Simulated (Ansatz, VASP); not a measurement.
## Two plane-wave programs on RbGe6

```
CELL_PARAMETERS angstrom
-3.57806 3.60096 3.60196
3.61150 -3.58910 3.62397
3.59010 3.60139 -3.59034
ATOMIC_POSITIONS crystal
Rb 0.00016 0.00008 0.99993
Ge 0.50054 0.75099 0.24986
Ge 0.75042 0.24929 0.49956
Ge 0.75037 0.49994 0.24982
Ge 0.49942 0.24900 0.75016
Ge 0.24951 0.75064 0.50046
Ge 0.24957 0.50006 0.75022
```

Change from the starting cell: cell x1, atoms moved at random (sigma 0.15 Å) and cell strained at random (1.5 %), then relaxed without symmetry.

Alike in both runs: functional PBE; k mesh 4 × 4 × 4; occupations gaussian, width 0.2 eV; no spin polarisation.

Ansatz relaxed the structure, and its values are those at the end. VASP's run is a single point on that final structure, the one shown.

|  | VASP | Ansatz |
| --- | --- | --- |
| version | VASP 6.6.1 | Ansatz 0.2.0 |
| potentials or method | VASP PAW PBE potentials, release 64 (Rb_sv, Ge_d), cutoff 520 eV | scalar-relativistic, plane waves, PAW |
| valence electrons in the cell | 93 | 93 |

```csv
,VASP,Ansatz,Ansatz less VASP
gap on the k mesh at the Fermi level (eV),none,none,-
pressure (GPa),-0.1,-0.1,+0.05
```

A gap of «none» marks a metal or a gap that the smearing closes. The functional is the same, so the differences come from potentials, cutoffs and numerics.
